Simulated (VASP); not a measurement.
Wanted: the native input for a VASP 6.6.1 run.

```yaml
Task: single point
Functional: PBE
Potentials_or_basis: VASP PAW PBE potentials, release 64 (Ba_sv, Ti_sv, O)
Cutoff: 520 eV
k_mesh: 8 × 8 × 8
Occupations: gaussian, width 0.05 eV
Spin: no spin polarisation
Dipole_correction: no
Further_INCAR_settings: ALGO = Normal; EDIFF = 1e-07; NBANDS = 28
```

The structure of BaTiO3 lies in POSCAR:

```
BaTiO3
1.0
    4.0192318615      0.0000000000      0.0000000000
    0.0000000000      4.0192318615      0.0000000000
    0.0000000000      0.0000000000      4.1800525732
Ba Ti O
1 1 3
Direct
    0.0000000000      0.0000000000      0.0000000000
    0.5000000000      0.5000000000      0.5000000000
    0.5000000000      0.5000000000      0.0000000000
    0.5000000000      0.0000000000      0.5000000000
    0.0000000000      0.5000000000      0.5000000000
```

This cell differs from its parent crystal: strain +0.000 along x and y, +0.040 along z.

The input as run:

INCAR

```
SYSTEM = BaTiO3
ALGO = Normal ; EDIFF = 1E-7
ENCUT = 520 ; GGA = PE
ISIF = 2 ; ISMEAR = 0
LASPH = .True. ; LCHARG = .False.
LREAL = .False. ; LWAVE = .False.
NBANDS = 28 ; NELM = 100
PREC = Accurate ; SIGMA = 0.05
```

KPOINTS

```
k-points
0
Gamma
  8 8 8
  0 0 0
```

Potentials or basis: VASP PAW PBE potentials, release 64 (Ba_sv, Ti_sv, O).

The run is started by

```console
$ cat potpaw_PBE.64/Ba_sv/POTCAR potpaw_PBE.64/Ti_sv/POTCAR potpaw_PBE.64/O/POTCAR > POTCAR
$ mpirun -np 1 vasp_std > vasp.out
```

Results of the run:

| Property | Result |
| --- | --- |
| Pressure | -4.0 GPa |
| Band gap on the k mesh | 1.57 eV, indirect (least direct gap 1.79 eV) |

Caveat: the cell differs from its parent crystal (strain +0.000 along x and y, +0.040 along z); spin-orbit coupling is left out, which moves the levels of the heavy elements.

Wall time 82 s on 1 thread of Intel(R) Xeon(R) 6975P-C (Granite Rapids), with other jobs on the host, peak memory 0.27 GiB.
